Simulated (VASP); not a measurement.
## SiMo3: single point with PBE

SiMo3:

```
Si Mo
1.0
     4.98005    0.00000    0.00000
     0.00000    4.98005    0.00000
     0.00000    0.00000    4.90645
Si Mo
2 6
Direct
  0.00000 0.00000 0.00000
  0.50000 0.50000 0.50000
  0.25000 0.00000 0.50000
  0.50000 0.75000 0.00000
  0.75000 0.00000 0.50000
  0.50000 0.25000 0.00000
  0.00000 0.50000 0.75000
  0.00000 0.50000 0.25000
```

This cell differs from its parent crystal: strain +0.0150 x Voigt [1, 1, 0, 0, 0, 0].

| Property | Result |
| --- | --- |
| Program | VASP 6.6.1 |
| Task | single point |
| Functional | PBE |
| Potentials or basis | VASP PAW PBE potentials, release 64 (Si, Mo_sv) |
| Cutoff | 520 eV |
| k mesh | 8 × 8 × 8 |
| Occupations | gaussian, width 0.15 eV |
| Spin | no spin polarisation |

```yaml
Pressure: -6.5 GPa
Largest_force: 0.024 eV/Å
Band_gap_on_the_k_mesh: zero (bands 46 and 47 overlap by 2.26 eV)
```

Forces on the atoms (eV/Å):
```
Si   0.000  0.000  0.000
Si   0.000  0.000  0.000
Mo  -0.024  0.000  0.000
Mo   0.000 -0.024  0.000
Mo   0.024  0.000  0.000
Mo   0.000  0.024  0.000
Mo   0.000  0.000  0.000
Mo   0.000  0.000  0.000
```

Stress tensor (GPa, compression positive):
```
-7.96  0.00  0.00
 0.00 -7.96  0.00
 0.00  0.00 -3.46
```

Levels at points of the mesh, in eV from the Fermi level:
```tsv
k point	band 43	band 44	band 45	band 46	band 47	band 48	band 49	band 50
(0.00, 0.00, 0.00)	-1.52	-1.47	1.16	1.16	1.22	1.81	2.18	2.28
(0.50, 0.00, 0.00)	-1.70	-1.66	0.16	0.23	0.90	0.92	1.39	1.48
(0.50, 0.50, 0.00)	-1.00	-0.89	-0.89	-0.70	-0.60	-0.41	-0.12	0.24
(0.00, 0.00, 0.50)	-1.63	-1.63	0.19	0.19	0.87	0.87	1.36	1.36
(0.50, 0.00, 0.50)	-1.04	-0.87	-0.83	-0.81	-0.66	-0.45	-0.15	0.18
(0.50, 0.50, 0.50)	-1.25	-1.25	-1.22	-1.22	-1.11	-1.11	1.17	1.17
```

Wall time 13 min on 1 thread of Oxide Virtual Turin-like Processor (shared host), peak memory 0.44 GiB.

Caveat: the cell differs from its parent crystal (strain +0.0150 x Voigt [1, 1, 0, 0, 0, 0]); the cell stands under tension.
